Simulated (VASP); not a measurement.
# ScTa2N3 (R-3m) in VASP: a series of runs

The runs below take ScTa2N3 through single point, with PBE.

Program: VASP 6.6.1. These are calculated values, not measurements. Logs are shortened: lines on timing, memory, paths and dates and some standing lists are left out, and cuts for length are marked.

## (1) The cell of the first run

The structure is trigonal, space group R-3m (No. 166). Conventional cell: a = 5.047 Å, b = 5.047 Å, c = 10.941 Å, α = 90.00°, β = 90.00°, γ = 120.00°. Sc (site symmetry -3m) has 6 N at 2.33 Å and 6 Ta at 2.94 Å within 3.1 Å. Within 3.5 Å of Ta (site symmetry 3m) lie 9 N at 2.66 to 2.90 Å and 4 Ta at 2.85 to 3.02 Å and 3 Sc at 2.94 Å. Within 3.1 Å of N (site symmetry 2/m) lie 2 Sc at 2.33 Å and 4 N at 2.52 Å and 6 Ta at 2.66 to 2.90 Å.

## (2) Single point, PBE

The input, INCAR:

```
SYSTEM = ScTa2N3
PREC     = Accurate       ! precision mode
ENCUT    = 520            ! plane-wave cutoff, eV
EDIFF    = 1E-6           ! SCF threshold, eV
ISMEAR   = 0              ! smearing method
SIGMA    = 0.1            ! smearing width, eV
LREAL    = .False.        ! projectors in reciprocal space
LASPH    = .True.         ! aspherical terms in the spheres
NELM     = 60             ! most SCF steps
ALGO     = Normal         ! electronic algorithm
ISIF     = 2              ! what is computed and relaxed
LWAVE    = .False.        ! write WAVECAR
LCHARG   = .False.        ! write CHGCAR
GGA      = PE             ! functional
NBANDS   = 33             ! bands
```

The input, KPOINTS:

```
Automatic mesh
0
Gamma
  6 6 6
  0 0 0
```

The input, POSCAR:

```
ScTa2N3
1.0
    2.5235370200      1.4569647800      3.6470909700
   -2.5235370200      1.4569647800      3.6470909700
    0.0000000000     -2.9139295600      3.6470909700
Sc Ta N
1 2 3
Direct
    0.0000000000      0.0000000000      0.0000000000
    0.6300789700      0.6300789700      0.6300789700
    0.3699210300      0.3699210300      0.3699210300
    0.0000000000      0.5000000000      0.0000000000
    0.5000000000      0.0000000000      0.0000000000
    0.0000000000      0.0000000000      0.5000000000
```

Potentials or basis: VASP PAW PBE potentials, release 64 (Sc_sv, Ta_pv, N).

Run with:

```bash
cat potpaw_PBE.64/Sc_sv/POTCAR potpaw_PBE.64/Ta_pv/POTCAR potpaw_PBE.64/N/POTCAR > POTCAR
mpirun -np 1 vasp_std > vasp.out
```

OUTCAR:

```text
SYSTEM = ScTa2N3
   PREC = Accurate
   ENCUT = 520
   EDIFF = 1E-6
   ISMEAR = 0
   LREAL = .False.
   LASPH = .True.
   NELM = 60
   ISIF = 2
   GGA = PE

 ion  position               nearest neighbor table
   1  0.000  0.000  0.000-   4 2.33   5 2.33   4 2.33   5 2.33   6 2.33   6 2.33   3 2.94   2 2.94
                             3 2.94   2 2.94   3 2.94   2 2.94
   2  0.630  0.630  0.630-   4 2.66   5 2.66   6 2.66   3 2.85   1 2.94   1 2.94   1 2.94   3 3.02
                             3 3.02   3 3.02
   3  0.370  0.370  0.370-   4 2.66   5 2.66   6 2.66   2 2.85   1 2.94   1 2.94   1 2.94   2 3.02
                             2 3.02   2 3.02
   4  0.000  0.500  0.000-   1 2.33   1 2.33   3 2.66   2 2.66
   5  0.500  0.000  0.000-   1 2.33   1 2.33   3 2.66   2 2.66
   6  0.000  0.000  0.500-   1 2.33   1 2.33   3 2.66   2 2.66

  LATTYP: Found a trigonal (rhomboedric) cell.
 ALAT       =     4.6682178638
 COS(alpha) =     0.4155503205

  Lattice vectors:

 A1 = (   2.5235370200,   1.4569647800,   3.6470909700)
 A2 = (  -2.5235370200,   1.4569647800,   3.6470909700)
 A3 = (   0.0000000000,  -2.9139295600,   3.6470909700)

Analysis of symmetry for initial positions (statically):
=====================================================================
 Subroutine PRICEL returns:
 Original cell was already a primitive cell.

 Routine SETGRP: Setting up the symmetry group for a
 trigonal (rhombohedral) supercell.

 Subroutine GETGRP returns: Found 12 space group operations
 (whereof 12 operations were pure point group operations)
 out of a pool of 12 trial point group operations.

The static configuration has the point symmetry D_3d.

Analysis of symmetry for dynamics (positions and initial velocities):
=====================================================================
 Subroutine PRICEL returns:
 Original cell was already a primitive cell.

 Routine SETGRP: Setting up the symmetry group for a
 trigonal (rhombohedral) supercell.

 Subroutine GETGRP returns: Found 12 space group operations
 (whereof 12 operations were pure point group operations)
 out of a pool of 12 trial point group operations.

The dynamic configuration has the point symmetry D_3d.

 Subroutine INISYM returns: Found 12 space group operations
 (whereof 12 operations are pure point group operations),
 and found     1 'primitive' translations

----------------------------------------------------------------------------------------

                                     Primitive cell

  volume of cell :      80.4557

  direct lattice vectors                    reciprocal lattice vectors
     2.523537020  1.456964780  3.647090970     0.198134601  0.114393065  0.091397044
    -2.523537020  1.456964780  3.647090970    -0.198134601  0.114393065  0.091397044
     0.000000000 -2.913929560  3.647090970     0.000000000 -0.228786130  0.091397044

  length of vectors
     4.668217862  4.668217862  4.668217864     0.246366623  0.246366623  0.246366623

  position of ions in fractional coordinates (direct lattice)
     0.000000000  0.000000000  0.000000000
     0.630078970  0.630078970  0.630078970
     0.369921030  0.369921030  0.369921030
     1.000000000  0.500000000  0.000000000
     0.500000000  1.000000000  0.000000000
     0.000000000  0.000000000  0.500000000

  ion indices of the primitive-cell ions
   primitive index   ion index
                 1           1
                 2           2
                 3           3
                 4           4
                 5           5
                 6           6

----------------------------------------------------------------------------------------

 KPOINTS: Automatic mesh

Automatic generation of k-mesh.
 Grid dimensions read from file:
 generate k-points for:    6    6    6

 Generating k-lattice:

  Cartesian coordinates                     Fractional coordinates (reciprocal lattice)
     0.033022433  0.019065511  0.015232841     0.166666667 -0.000000000  0.000000000
    -0.033022433  0.019065511  0.015232841    -0.000000000  0.166666667  0.000000000
     0.000000000 -0.038131022  0.015232841     0.000000000  0.000000000  0.166666667

  Length of vectors
     0.041061104  0.041061104  0.041061104

  Shift w.r.t. Gamma in fractional coordinates (k-lattice)
     0.000000000  0.000000000  0.000000000

 Subroutine IBZKPT returns following result:
 ===========================================

 Found     32 irreducible k-points:

 Following reciprocal coordinates:
            Coordinates               Weight
  0.000000  0.000000  0.000000      1.000000
  0.166667  0.000000  0.000000      6.000000
  0.333333 -0.000000  0.000000      6.000000
  0.500000  0.000000  0.000000      3.000000
  0.166667  0.166667  0.000000      6.000000
  0.333333  0.166667  0.000000     12.000000
[... 16 lines left out ...]
  0.500000  0.500000  0.166667      6.000000
 -0.333333  0.500000  0.166667     12.000000
 [... further k-points ...]
   k-points           NKPTS =     32   k-points in BZ     NKDIM =     32   number of bands    NBANDS=     33
   number of dos      NEDOS =    301   number of ions     NIONS =      6
   total plane-waves  NPLWV =  46656
   dimension x,y,z NGX =    36 NGY =   36 NGZ =   36
   dimension x,y,z NGXF=    72 NGYF=   72 NGZF=   72
   ions per type =               1   2   3
   NGX,Y,Z   is equivalent  to a cutoff of  12.82, 12.82, 12.82 a.u.
   NGXF,Y,Z  is equivalent  to a cutoff of  25.64, 25.64, 25.64 a.u.
 SYSTEM =  ScTa2N3
   PREC   = accura    normal or accurate (medium, high low for compatibility)
   ISTART =      0    job   : 0-new  1-cont  2-samecut
   ICHARG =      2    charge: 1-file 2-atom 10-const
   ISPIN  =      1    spin polarized calculation?
   LNONCOLLINEAR =      F non collinear calculations
   LSORBIT =      F    spin-orbit coupling
   LASPH  =      T    aspherical Exc in radial PAW
   ENCUT  =  520.0 eV  38.22 Ry    6.18 a.u.   8.68  8.68  8.68*2*pi/ulx,y,z
   NELM   =     60;   NELMIN=  2; NELMDL= -5     # of ELM steps
   EDIFF  = 0.1E-05   stopping-criterion for ELM
   LREAL  =      F    real-space projection
   EDIFFG = 0.1E-04   stopping-criterion for IOM
   NSW    =      0    number of steps for IOM
   IBRION =     -1    ionic relax: 0-MD 1-quasi-New 2-CG
   NFREE  =      0    steps in history (QN), initial steepest desc. (CG)
   ISIF   =      2    stress and relaxation
   ISYM   =      2    0-nonsym 1-usesym 2-fastsym
   POTIM  = 0.5000    time-step for ionic-motion
   TEBEG  =    0.0;   TEEND  =   0.0 temperature during run
   PSTRESS=    0.0 pullay stress
   NELECT =      48.0000    total number of electrons
   NUPDOWN=      -1.0000    fix difference up-down
   EMIN   =  10.00;   EMAX   =-10.00  energy-range for DOS
   EFERMI =   0.00;   METHOD = LEGACY
   ISMEAR =     0;   SIGMA  =   0.10  broadening in eV -4-tet -1-fermi 0-gaus
   EFERMI_NEDOS =   21; number of points for ismear=-14 and -15
   IALGO  =     38    algorithm
   IMIX   =      4    mixing-type and parameters
     AMIX     =   0.40;   BMIX     =  1.00
     AMIX_MAG =   1.60;   BMIX_MAG =  1.00
  volume/ion in A,a.u.               =      13.41        90.49
  Fermi-wavevector in a.u.,A,eV,Ry     =   1.378171  2.604365 25.842291  1.899355
  Thomas-Fermi vector in A             =   2.503257
   LORBIT       =      0    0 simple, 1 ext, 2 COOP (PROOUT), +10 PAW based schemes
   GGA     = PE    functional components
   LHFCALC =     F    Hartree Fock is set to
   AEXX    =    0.0000 exact exchange contribution
   IVDW    =     0    specifies the selected vdW correction
   LEPSILON=     F    determine dielectric tensor
   LRPA    =     F    only Hartree local field effects (RPA)
 non-spin polarized calculation
 Gauss-broadening in eV      SIGMA  =   0.10
  energy-cutoff  :      520.00
  volume of cell :       80.46
 maximum number of plane-waves:      2191
   NGX = 17   NGY = 17   NGZ = 17

 number of electron      48.0000004 magnetization

 Free energy of the ion-electron system (eV)
  ---------------------------------------------------
  ext. energy  EPLUGINS =         0.00000000
  ---------------------------------------------------
  free energy    TOTEN  =       -49.01081435 eV

  energy without entropy =      -48.97640719  energy(sigma->0) =      -48.99361077

 E-fermi :   5.4109     XC(G=0): -11.9555

 val. band max:        5.4032555487   @ k =  -0.3333   0.3333   0.1667
 cond. band min:       5.4204984252   @ k =   0.3333  -0.0000   0.0000
 fundamental gap:      0.0172428766
 Fermi energy:         5.4108519914

 k-point     1 :       0.0000    0.0000    0.0000
  band No.  band energies     occupation
      1     -43.2275      2.00000
      2     -29.7130      2.00000
      3     -29.6604      2.00000
      4     -29.6604      2.00000
      5     -29.4300      2.00000
      6     -29.4300      2.00000
[... 25 lines left out ...]
     32       8.5559      0.00000
     33       8.6203      0.00000

 k-point     2 :       0.1667    0.0000    0.0000
  band No.  band energies     occupation
      1     -43.2276      2.00000
      2     -29.7186      2.00000
      3     -29.6692      2.00000
      4     -29.6607      2.00000
      5     -29.4286      2.00000
      6     -29.4212      2.00000
[... 25 lines left out ...]
     32       8.4458      0.00000
     33       8.7205      0.00000

 k-point     3 :       0.3333   -0.0000    0.0000
  band No.  band energies     occupation
      1     -43.2279      2.00000
      2     -29.7299      2.00000
      3     -29.6851      2.00000
      4     -29.6561      2.00000
      5     -29.4317      2.00000
      6     -29.4053      2.00000
[... 25 lines left out ...]
     32       8.7013      0.00000
     33       8.7594      0.00000

 k-point     4 :       0.5000    0.0000    0.0000
  band No.  band energies     occupation
      1     -43.2280      2.00000
      2     -29.7355      2.00000
      3     -29.6924      2.00000
      4     -29.6509      2.00000
      5     -29.4365      2.00000
      6     -29.3980      2.00000
[... 673 lines left out ...]
     32       8.4658      0.00000
     33       9.0078      0.00000

 k-point    23 :       0.5000    0.5000    0.1667
  band No.  band energies     occupation
      1     -43.2275      2.00000
      2     -29.7563      2.00000
      3     -29.7304      2.00000
      4     -29.6145      2.00000
      5     -29.4706      2.00000
      6     -29.3623      2.00000
[... 25 lines left out ...]
     32       8.6235      0.00000
     33       8.6352      0.00000

 k-point    24 :      -0.3333    0.5000    0.1667
  band No.  band energies     occupation
      1     -43.2277      2.00000
      2     -29.7582      2.00000
      3     -29.7290      2.00000
      4     -29.5806      2.00000
      5     -29.5078      2.00000
      6     -29.3583      2.00000
[... 25 lines left out ...]
     32       8.6584      0.00000
     33       8.8539      0.00000

 [... further k-points ...]
[... 5 lines left out ...]
  --------------------------------------------------------------------------------------
  -------------------------------------------------------------------------------------
  Total       -2.4368446     -2.4368447    -22.2180661      0.0000000     -0.0000000      0.0000000
  in kB      -48.5268214    -48.5268215   -442.4459836      0.0000000     -0.0000000      0.0000000
  external PRESSURE =    -179.8332088 kB  Pullay stress =       0.0000000 kB

 VOLUME and BASIS-vectors are now :
 -----------------------------------------------------------------------------
  energy-cutoff  :      520.00
  volume of cell :       80.46
      direct lattice vectors                 reciprocal lattice vectors
     2.523537020  1.456964780  3.647090970     0.198134601  0.114393065  0.091397044
    -2.523537020  1.456964780  3.647090970    -0.198134601  0.114393065  0.091397044
     0.000000000 -2.913929560  3.647090970     0.000000000 -0.228786130  0.091397044

 POSITION                                       TOTAL-FORCE (eV/Angst)
 -----------------------------------------------------------------------------------
      0.00000      0.00000      0.00000        -0.000000     -0.000000      0.000000
      0.00000      0.00000      6.89387        -0.000000     -0.000000      2.202004
      0.00000      0.00000      4.04741        -0.000000      0.000000     -2.202004
     -1.26177      0.72848      1.82355         0.000000     -0.000000     -0.000000
      1.26177      0.72848      1.82355         0.000000      0.000000      0.000000
      0.00000     -1.45696      1.82355        -0.000000     -0.000000      0.000000
 -----------------------------------------------------------------------------------
    total drift:                                0.000000      0.000000     -0.000000

  FREE ENERGIE OF THE ION-ELECTRON SYSTEM (eV)
  ---------------------------------------------------
  free  energy   TOTEN  =       -49.0108143475 eV

  energy  without entropy=      -48.9764071917  energy(sigma->0) =      -48.99361077
```

Run time: 68 s. Hardware: 1 thread of Intel Xeon Platinum 8488C (Sapphire Rapids), shared host; peak memory 0.24 GiB.

What came out:

```
Free energy            : -49.0108 eV
Pressure               : -18.0 GPa
Largest force          : 2.202 eV/Å
Band gap on the k mesh : zero (band 24 reaches 5.73 eV, above the bottom of band 25 at 5.07 eV)
```

Forces in eV/Å, atoms in the order of the input:
```
Sc   0.000  0.000  0.000
Ta   0.000  0.000  2.202
Ta   0.000  0.000 -2.202
N    0.000  0.000  0.000
N    0.000  0.000  0.000
N    0.000  0.000  0.000
```

Levels at points of the mesh, in eV from the Fermi level:
```tsv
k point	band 22	band 23	band 24	band 25	band 26	band 27
(0.00, 0.00, 0.00)	-0.38	-0.38	0.22	1.04	1.04	1.20
(0.50, 0.00, 0.00)	-2.27	-1.04	-0.02	0.50	0.68	1.21
(0.50, 0.50, 0.00)	-1.02	-0.95	-0.28	0.39	0.46	0.87
(0.50, 0.50, 0.50)	0.01	0.12	0.15	0.15	0.36	0.76
```

Caveat: spin-orbit coupling is left out, which moves the levels of the heavy elements; forces of over 1 eV/Å act on the atoms, so gaps and moduli don't describe the material at rest.

## (3) Single point, PBE

This run uses another cell than the first one, of 13.53 Å³/atom, 1.009 times its volume.

The input, INCAR:

```
ALGO = Normal ; EDIFF = 1E-6
ENCUT = 520 ; GGA = PE
ISIF = 2 ; ISMEAR = 0
LASPH = T ; LCHARG = F
LREAL = F ; LWAVE = F
NBANDS = 33 ; NELM = 80
PREC = Accurate ; SIGMA = 0.1
```

The input, KPOINTS:

```
k-points
0
Gamma
  6 6 6
```

The input, POSCAR:

```
ScTa2N3
1.0
    2.8237196657      1.6302753091      2.9401785538
   -2.8237196657      1.6302753091      2.9401785538
    0.0000000000     -3.2605506182      2.9401785538
Sc Ta N
1 2 3
Direct
    0.0000000000      0.0000000000      0.0000000000
    0.6959653842      0.6959653842      0.6959653842
    0.3040346158      0.3040346158      0.3040346158
    0.0000000000      0.5000000000      0.0000000000
    0.5000000000      0.0000000000      0.0000000000
    0.0000000000      0.0000000000      0.5000000000
```

Potentials or basis: VASP PAW PBE potentials, release 64 (Sc_sv, Ta_pv, N).

Run with:

```bash
cat potpaw_PBE.64/Sc_sv/POTCAR potpaw_PBE.64/Ta_pv/POTCAR potpaw_PBE.64/N/POTCAR > POTCAR
mpirun -np 1 vasp_std > vasp.out
```

Wall time 64 s (1 thread of Intel Xeon Platinum 8488C (Sapphire Rapids), shared host); peak memory 0.25 GiB.

It converged, with:

| Property | Result |
| --- | --- |
| Free energy | -57.5758 eV |
| Pressure | 0.7 GPa |
| Largest force | 0.053 eV/Å |
| Band gap on the k mesh | zero (band 24 reaches 6.15 eV, above the bottom of band 25 at 5.11 eV) |

Forces in eV/Å, atoms in the order of the input:
```
Sc   0.000  0.000  0.000
Ta   0.000  0.000 -0.053
Ta   0.000  0.000  0.053
N    0.000  0.000  0.000
N    0.000  0.000  0.000
N    0.000  0.000  0.000
```

Levels at points of the mesh, in eV from the Fermi level:
```tsv
k point	band 20	band 21	band 22	band 23	band 24	band 25	band 26	band 27	band 28	band 29
(0.00, 0.00, 0.00)	-2.48	-2.03	-2.03	-1.83	-1.16	-0.82	-0.82	0.18	0.18	3.49
(0.50, 0.00, 0.00)	-4.52	-3.92	-2.62	-1.49	0.22	0.69	1.73	1.83	1.92	2.33
(0.50, 0.50, 0.00)	-4.43	-4.11	-2.43	-0.82	-0.25	0.30	0.88	0.99	1.20	1.41
(0.50, 0.50, 0.50)	-4.43	-4.43	-1.71	-1.26	-0.31	-0.31	1.51	1.51	2.20	2.74
```

Caveat: spin-orbit coupling is left out, which moves the levels of the heavy elements.

(Continued in part 2 of 2.)
